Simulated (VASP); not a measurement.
# InSb3 (Fm-3m) in VASP: further runs

InSb3 is run at these levels: PBE; tasks: single point.

Program: VASP 6.6.1. These are calculated values, not measurements. Logs are shortened: lines on timing, memory, paths and dates and some standing lists are left out, and cuts for length are marked.

**1. The cell of the first run**

Symmetry: Fm-3m, No. 225, cubic system. The conventional cell has a = 7.589 Å, b = 7.589 Å, c = 7.589 Å, α = 90.00°, β = 90.00°, γ = 90.00°. Within 4.3 Å of In (site symmetry m-3m) lie 14 Sb at 3.29 to 3.79 Å. Within 4.3 Å of Sb (site symmetry -43m) lie 4 In at 3.29 Å and 10 Sb at 3.29 to 3.79 Å. Within 4.3 Å of Sb (site symmetry m-3m) lie 8 Sb at 3.29 Å and 6 In at 3.79 Å.

**2. Single point, PBE**

Contents of INCAR:

```
SYSTEM = InSb3
  PREC = Accurate
  ENCUT = 520
  EDIFF = 1E-6
  ISMEAR = 0
  SIGMA = 0.1
  LREAL = .False.
  LASPH = .True.
  NELM = 60
  ALGO = Normal
  ISIF = 2
  LWAVE = .False.
  LCHARG = .False.
  GGA = PE
  NBANDS = 22
```

Contents of KPOINTS:

```
Automatic mesh
0
Gamma
  10 10 10
  0 0 0
```

Contents of POSCAR:

```
InSb3
1.0
    0.0000000000      3.7945550000      3.7945550000
    3.7945550000      0.0000000000      3.7945550000
    3.7945550000      3.7945550000      0.0000000000
In Sb
1 3
Direct
    0.0000000000      0.0000000000      0.0000000000
    0.2500000000      0.2500000000      0.2500000000
    0.7500000000      0.7500000000      0.7500000000
    0.5000000000      0.5000000000      0.5000000000
```

Potentials or basis: VASP PAW PBE potentials, release 64 (In_d, Sb).

Command:

```console
$ cat potpaw_PBE.64/In_d/POTCAR potpaw_PBE.64/Sb/POTCAR > POTCAR
$ mpirun -np 1 vasp_std > vasp.out
```

OUTCAR:

```text
SYSTEM = InSb3
   PREC = Accurate
   ENCUT = 520
   EDIFF = 1E-6
   ISMEAR = 0
   LREAL = .False.
   LASPH = .True.
   NELM = 60
   ISIF = 2
   GGA = PE

 ion  position               nearest neighbor table
   1  0.000  0.000  0.000-   2 3.29   3 3.29   3 3.29   3 3.29   3 3.29   2 3.29   2 3.29   2 3.29
                             4 3.79   4 3.79   4 3.79   4 3.79   4 3.79   4 3.79
   2  0.250  0.250  0.250-   1 3.29   4 3.29   1 3.29   1 3.29   1 3.29   4 3.29   4 3.29   4 3.29

   3  0.750  0.750  0.750-   1 3.29   4 3.29   4 3.29   4 3.29   4 3.29   1 3.29   1 3.29   1 3.29

   4  0.500  0.500  0.500-   2 3.29   3 3.29   2 3.29   2 3.29   2 3.29   3 3.29   3 3.29   3 3.29
                             1 3.79   1 3.79   1 3.79   1 3.79   1 3.79   1 3.79

  LATTYP: Found a face centered cubic cell.
 ALAT       =     7.5891100000

  Lattice vectors:

 A1 = (   0.0000000000,   3.7945550000,   3.7945550000)
 A2 = (   3.7945550000,   0.0000000000,   3.7945550000)
 A3 = (   3.7945550000,   3.7945550000,   0.0000000000)

Analysis of symmetry for initial positions (statically):
=====================================================================
 Subroutine PRICEL returns:
 Original cell was already a primitive cell.

 Routine SETGRP: Setting up the symmetry group for a
 face centered cubic supercell.

 Subroutine GETGRP returns: Found 48 space group operations
 (whereof 48 operations were pure point group operations)
 out of a pool of 48 trial point group operations.

The static configuration has the point symmetry O_h .

Analysis of symmetry for dynamics (positions and initial velocities):
=====================================================================
 Subroutine PRICEL returns:
 Original cell was already a primitive cell.

 Routine SETGRP: Setting up the symmetry group for a
 face centered cubic supercell.

 Subroutine GETGRP returns: Found 48 space group operations
 (whereof 48 operations were pure point group operations)
 out of a pool of 48 trial point group operations.

The dynamic configuration has the point symmetry O_h .

 Subroutine INISYM returns: Found 48 space group operations
 (whereof 48 operations are pure point group operations),
 and found     1 'primitive' translations

----------------------------------------------------------------------------------------

                                     Primitive cell

  volume of cell :     109.2729

  direct lattice vectors                    reciprocal lattice vectors
     0.000000000  3.794555000  3.794555000    -0.131767757  0.131767757  0.131767757
     3.794555000  0.000000000  3.794555000     0.131767757 -0.131767757  0.131767757
     3.794555000  3.794555000  0.000000000     0.131767757  0.131767757 -0.131767757

  length of vectors
     5.366311144  5.366311144  5.366311144     0.228228449  0.228228449  0.228228449

  position of ions in fractional coordinates (direct lattice)
     0.000000000  0.000000000  0.000000000
     0.250000000  0.250000000  0.250000000
     0.750000000  0.750000000  0.750000000
     0.500000000  0.500000000  0.500000000

  ion indices of the primitive-cell ions
   primitive index   ion index
                 1           1
                 2           2
                 3           3
                 4           4

----------------------------------------------------------------------------------------

 KPOINTS: Automatic mesh

Automatic generation of k-mesh.
 Grid dimensions read from file:
 generate k-points for:   10   10   10

 Generating k-lattice:

  Cartesian coordinates                     Fractional coordinates (reciprocal lattice)
    -0.013176776  0.013176776  0.013176776     0.100000000  0.000000000  0.000000000
     0.013176776 -0.013176776  0.013176776     0.000000000  0.100000000  0.000000000
     0.013176776  0.013176776 -0.013176776     0.000000000  0.000000000  0.100000000

  Length of vectors
     0.022822845  0.022822845  0.022822845

  Shift w.r.t. Gamma in fractional coordinates (k-lattice)
     0.000000000  0.000000000  0.000000000

 Subroutine IBZKPT returns following result:
 ===========================================

 Found     47 irreducible k-points:

 Following reciprocal coordinates:
            Coordinates               Weight
  0.000000  0.000000  0.000000      1.000000
  0.100000  0.000000  0.000000      8.000000
  0.200000  0.000000  0.000000      8.000000
  0.300000  0.000000  0.000000      8.000000
  0.400000  0.000000  0.000000      8.000000
  0.500000  0.000000  0.000000      4.000000
[... 16 lines left out ...]
  0.300000  0.300000  0.000000      6.000000
  0.400000  0.300000  0.000000     24.000000
 [... further k-points ...]
   k-points           NKPTS =     47   k-points in BZ     NKDIM =     47   number of bands    NBANDS=     22
   number of dos      NEDOS =    301   number of ions     NIONS =      4
   total plane-waves  NPLWV =  64000
   dimension x,y,z NGX =    40 NGY =   40 NGZ =   40
   dimension x,y,z NGXF=    80 NGYF=   80 NGZF=   80
   ions per type =               1   3
   NGX,Y,Z   is equivalent  to a cutoff of  12.39, 12.39, 12.39 a.u.
   NGXF,Y,Z  is equivalent  to a cutoff of  24.78, 24.78, 24.78 a.u.
 SYSTEM =  InSb3
   PREC   = accura    normal or accurate (medium, high low for compatibility)
   ISTART =      0    job   : 0-new  1-cont  2-samecut
   ICHARG =      2    charge: 1-file 2-atom 10-const
   ISPIN  =      1    spin polarized calculation?
   LNONCOLLINEAR =      F non collinear calculations
   LSORBIT =      F    spin-orbit coupling
   LASPH  =      T    aspherical Exc in radial PAW
   ENCUT  =  520.0 eV  38.22 Ry    6.18 a.u.   9.98  9.98  9.98*2*pi/ulx,y,z
   NELM   =     60;   NELMIN=  2; NELMDL= -5     # of ELM steps
   EDIFF  = 0.1E-05   stopping-criterion for ELM
   LREAL  =      F    real-space projection
   EDIFFG = 0.1E-04   stopping-criterion for IOM
   NSW    =      0    number of steps for IOM
   IBRION =     -1    ionic relax: 0-MD 1-quasi-New 2-CG
   NFREE  =      0    steps in history (QN), initial steepest desc. (CG)
   ISIF   =      2    stress and relaxation
   ISYM   =      2    0-nonsym 1-usesym 2-fastsym
   POTIM  = 0.5000    time-step for ionic-motion
   TEBEG  =    0.0;   TEEND  =   0.0 temperature during run
   PSTRESS=    0.0 pullay stress
   NELECT =      28.0000    total number of electrons
   NUPDOWN=      -1.0000    fix difference up-down
   EMIN   =  10.00;   EMAX   =-10.00  energy-range for DOS
   EFERMI =   0.00;   METHOD = LEGACY
   ISMEAR =     0;   SIGMA  =   0.10  broadening in eV -4-tet -1-fermi 0-gaus
   EFERMI_NEDOS =   21; number of points for ismear=-14 and -15
   IALGO  =     38    algorithm
   IMIX   =      4    mixing-type and parameters
     AMIX     =   0.40;   BMIX     =  1.00
     AMIX_MAG =   1.60;   BMIX_MAG =  1.00
  volume/ion in A,a.u.               =      27.32       184.35
  Fermi-wavevector in a.u.,A,eV,Ry     =   1.039816  1.964968 14.710866  1.081218
  Thomas-Fermi vector in A             =   2.174364
   LORBIT       =      0    0 simple, 1 ext, 2 COOP (PROOUT), +10 PAW based schemes
   GGA     = PE    functional components
   LHFCALC =     F    Hartree Fock is set to
   AEXX    =    0.0000 exact exchange contribution
   IVDW    =     0    specifies the selected vdW correction
   LEPSILON=     F    determine dielectric tensor
   LRPA    =     F    only Hartree local field effects (RPA)
 non-spin polarized calculation
 Gauss-broadening in eV      SIGMA  =   0.10
  energy-cutoff  :      520.00
  volume of cell :      109.27
 maximum number of plane-waves:      2960
   NGX = 19   NGY = 19   NGZ = 19

 number of electron      27.9999991 magnetization

 Free energy of the ion-electron system (eV)
  ---------------------------------------------------
  ext. energy  EPLUGINS =         0.00000000
  ---------------------------------------------------
  free energy    TOTEN  =       -14.30708481 eV

  energy without entropy =      -14.29693577  energy(sigma->0) =      -14.30201029

 E-fermi :   7.9609     XC(G=0): -10.1384

 val. band max:        7.9077866560   @ k =   0.4000   0.2000   0.1000
 cond. band min:       7.9909560980   @ k =   0.3000   0.2000   0.1000
 fundamental gap:      0.0831694420
 Fermi energy:         7.9608720069

 k-point     1 :       0.0000    0.0000    0.0000
  band No.  band energies     occupation
      1      -6.5349      2.00000
      2      -6.5349      2.00000
      3      -6.5349      2.00000
      4      -6.5036      2.00000
      5      -6.5036      2.00000
      6      -4.2598      2.00000
[... 14 lines left out ...]
     21      14.6816      0.00000
     22      14.6816      0.00000

 k-point     2 :       0.1000    0.0000    0.0000
  band No.  band energies     occupation
      1      -6.5362      2.00000
      2      -6.5343      2.00000
      3      -6.5343      2.00000
      4      -6.5038      2.00000
      5      -6.5038      2.00000
      6      -4.1859      2.00000
[... 14 lines left out ...]
     21      13.9873      0.00000
     22      14.5138      0.00000

 k-point     3 :       0.2000    0.0000    0.0000
  band No.  band energies     occupation
      1      -6.5398      2.00000
      2      -6.5328      2.00000
      3      -6.5328      2.00000
      4      -6.5042      2.00000
      5      -6.5042      2.00000
      6      -3.9657      2.00000
[... 14 lines left out ...]
     21      12.6082      0.00000
     22      13.9464      0.00000

 k-point     4 :       0.3000    0.0000    0.0000
  band No.  band energies     occupation
      1      -6.5446      2.00000
      2      -6.5311      2.00000
      3      -6.5311      2.00000
      4      -6.5045      2.00000
      5      -6.5045      2.00000
      6      -3.6065      2.00000
[... 14 lines left out ...]
     21      12.8383      0.00000
     22      13.7712      0.00000

 k-point     5 :       0.4000    0.0000    0.0000
  band No.  band energies     occupation
      1      -6.5488      2.00000
      2      -6.5300      2.00000
      3      -6.5300      2.00000
      4      -6.5046      2.00000
      5      -6.5046      2.00000
      6      -3.1397      2.00000
[... 14 lines left out ...]
     21      13.0745      0.00000
     22      15.0489      0.00000

 k-point     6 :       0.5000    0.0000    0.0000
  band No.  band energies     occupation
      1      -6.5504      2.00000
      2      -6.5296      2.00000
      3      -6.5296      2.00000
      4      -6.5046      2.00000
      5      -6.5046      2.00000
      6      -2.7975      2.00000
[... 14 lines left out ...]
     21      13.6916      0.00000
     22      16.2592      0.00000

 k-point     7 :       0.1000    0.1000    0.0000
  band No.  band energies     occupation
      1      -6.5372      2.00000
      2      -6.5338      2.00000
      3      -6.5338      2.00000
      4      -6.5044      2.00000
      5      -6.5034      2.00000
      6      -4.1613      2.00000
[... 324 lines left out ...]
      6      -2.5918      2.00000
[... 14 lines left out ...]
     21      13.1873      0.00000
     22      15.8669      0.00000

 k-point    21 :      -0.3000    0.2000    0.0000
  band No.  band energies     occupation
      1      -6.5437      2.00000
      2      -6.5352      2.00000
      3      -6.5285      2.00000
      4      -6.5062      2.00000
      5      -6.5055      2.00000
      6      -3.0488      2.00000
[... 14 lines left out ...]
     21      13.2774      0.00000
     22      14.8008      0.00000

 k-point    22 :      -0.2000    0.2000    0.0000
  band No.  band energies     occupation
      1      -6.5426      2.00000
      2      -6.5336      2.00000
      3      -6.5303      2.00000
      4      -6.5057      2.00000
      5      -6.5048      2.00000
      6      -3.4842      2.00000
[... 14 lines left out ...]
     21      13.6343      0.00000
     22      13.7567      0.00000

 k-point    23 :       0.3000    0.3000    0.0000
  band No.  band energies     occupation
      1      -6.5506      2.00000
      2      -6.5272      2.00000
      3      -6.5272      2.00000
      4      -6.5109      2.00000
      5      -6.5019      2.00000
      6      -3.3848      2.00000
[... 14 lines left out ...]
     21      12.2445      0.00000
     22      12.2445      0.00000

 k-point    24 :       0.4000    0.3000    0.0000
  band No.  band energies     occupation
      1      -6.5529      2.00000
      2      -6.5268      2.00000
      3      -6.5256      2.00000
      4      -6.5125      2.00000
      5      -6.5018      2.00000
      6      -3.0334      2.00000
[... 14 lines left out ...]
     21      12.4046      0.00000
     22      12.8061      0.00000

 [... further k-points ...]

------------------------ aborting loop because EDIFF is reached ----------------------------------------

  FORCE on cell =-STRESS in cart. coord.  units (eV):
  Direction    XX          YY          ZZ          XY          YZ          ZX
  --------------------------------------------------------------------------------------
  -------------------------------------------------------------------------------------
  Total       -0.1590959     -0.1590959     -0.1590959      0.0000000      0.0000000      0.0000000
  in kB       -2.3326895     -2.3326895     -2.3326895      0.0000000      0.0000000      0.0000000
  external PRESSURE =      -2.3326895 kB  Pullay stress =       0.0000000 kB

 VOLUME and BASIS-vectors are now :
 -----------------------------------------------------------------------------
  energy-cutoff  :      520.00
  volume of cell :      109.27
      direct lattice vectors                 reciprocal lattice vectors
     0.000000000  3.794555000  3.794555000    -0.131767757  0.131767757  0.131767757
     3.794555000  0.000000000  3.794555000     0.131767757 -0.131767757  0.131767757
     3.794555000  3.794555000  0.000000000     0.131767757  0.131767757 -0.131767757

 POSITION                                       TOTAL-FORCE (eV/Angst)
 -----------------------------------------------------------------------------------
      0.00000      0.00000      0.00000        -0.000000     -0.000000     -0.000000
      1.89728      1.89728      1.89728        -0.000000      0.000000      0.000000
      5.69183      5.69183      5.69183         0.000000      0.000000      0.000000
      3.79455      3.79455      3.79455        -0.000000     -0.000000     -0.000000
 -----------------------------------------------------------------------------------
    total drift:                               -0.000000      0.000000      0.000000

  FREE ENERGIE OF THE ION-ELECTRON SYSTEM (eV)
  ---------------------------------------------------
  free  energy   TOTEN  =       -14.3070848129 eV

  energy  without entropy=      -14.2969357709  energy(sigma->0) =      -14.30201029
```

Wall time 43 s (1 thread of Intel Xeon 6975P-C (Granite Rapids), shared host); peak memory 0.28 GiB.

Results:

| Quantity | Value |
| --- | --- |
| Free energy | -14.3071 eV |
| Pressure | -0.2 GPa |
| Band gap on the k mesh | zero (band 14 reaches 9.08 eV, above the bottom of band 15 at 5.66 eV) |

Caveat: spin-orbit coupling is left out, which moves the levels of the heavy elements.

(Continued in part 2 of 2.)
